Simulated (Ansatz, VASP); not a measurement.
Sc2Ta3O: VASP beside Ansatz

```
Sc Ta O
1.0
     2.98123    0.00000    0.00000
     0.00000    2.98123    0.00000
     0.00000    0.00000   12.34649
Sc Ta O
2 3 1
Cartesian
  1.4906 0.0000 9.4800
  0.0000 1.4906 2.8665
  1.4906 0.0000 5.0491
  0.0000 1.4906 7.2974
  0.0000 0.0000 0.0000
  1.4906 1.4906 0.0000
```

Change from the starting cell: species swapped into the Hf2GaSb3 type (P-4m2, No. 115).

Alike in both runs: functional PBE; k mesh 6 × 6 × 2; occupations gaussian, width 0.1 eV; no spin polarisation.

Ansatz relaxed the structure, and its values are those at the end. VASP's run is a single point on that final structure, the one shown.

|  | VASP | Ansatz |
| --- | --- | --- |
| version | VASP 6.6.1 | Ansatz 0.2.0 |
| potentials or method | VASP PAW PBE potentials, release 64 (Sc_sv, Ta_pv, O), cutoff 520 eV | scalar-relativistic, plane waves, PAW |
| valence electrons in the cell | 61 | 67 |

```tsv
	VASP	Ansatz	Ansatz less VASP
gap on the k mesh at the Fermi level (eV)	none	none	-
pressure (GPa)	0.1	0.0	-0.14
```

A gap of «none» marks a metal or a gap that the smearing closes. VASP's potentials hold 61 valence electrons a cell and Ansatz's 67, so a difference there can come from the potentials and not from the codes.

Neither program's run includes spin-orbit coupling.
